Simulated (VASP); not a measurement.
Write the native input for VASP 6.6.1 that does the following.

* Task: single point
* Functional: PBE
* Dispersion: D3(BJ)
* Potentials or basis: VASP PAW PBE potentials, release 64 (Ba_sv, S)
* Cutoff: 520 eV
* k mesh: 6 × 6 × 6
* Occupations: gaussian, width 0.05 eV
* Spin: no spin polarisation
* Dipole correction: no
* Further INCAR settings: ALGO = Normal; EDIFF = 1e-06; NBANDS = 15

The structure of BaS lies in POSCAR:

```
BaS
1.0
    0.0000000000      3.1367122132      3.1367122132
    3.1367122132      0.0000000000      3.1367122132
    3.1367122132      3.1367122132      0.0000000000
Ba S
1 1
Direct
    0.5000000000      0.5000000000      0.5000000000
    0.0000000000      0.0000000000      0.0000000000
```

This cell differs from its parent crystal: volume scaled by 0.96.

One way to write it, as run:

INCAR

```
PREC = Accurate ; ENCUT = 520
EDIFF = 1E-6 ; ISMEAR = 0
SIGMA = 0.05 ; LREAL = False
LASPH = True ; NELM = 80
ALGO = Normal ; ISIF = 2
LWAVE = False ; LCHARG = False
GGA = PE ; IVDW = 12
NBANDS = 15
```

KPOINTS

```
Automatic mesh
0
Gamma
  6 6 6
```

Potentials or basis: VASP PAW PBE potentials, release 64 (Ba_sv, S).

Run with:

```bash
$ cat potpaw_PBE.64/Ba_sv/POTCAR potpaw_PBE.64/S/POTCAR > POTCAR
$ mpirun -np 1 vasp_std > vasp.out
```

Results of the run:

The pressure is 2.7 GPa. The band gap on the k mesh is 2.01 eV, indirect (least direct gap 2.11 eV) and the dispersion energy per atom is -0.294 eV.

Caveat: spin-orbit coupling is left out, which moves the levels of the heavy elements.

It took 31 s on 1 thread of Intel(R) Xeon(R) Platinum 8259CL CPU @ 2.50GHz (Skylake/Cascade Lake), with other jobs on the host, peak memory 0.2 GiB.
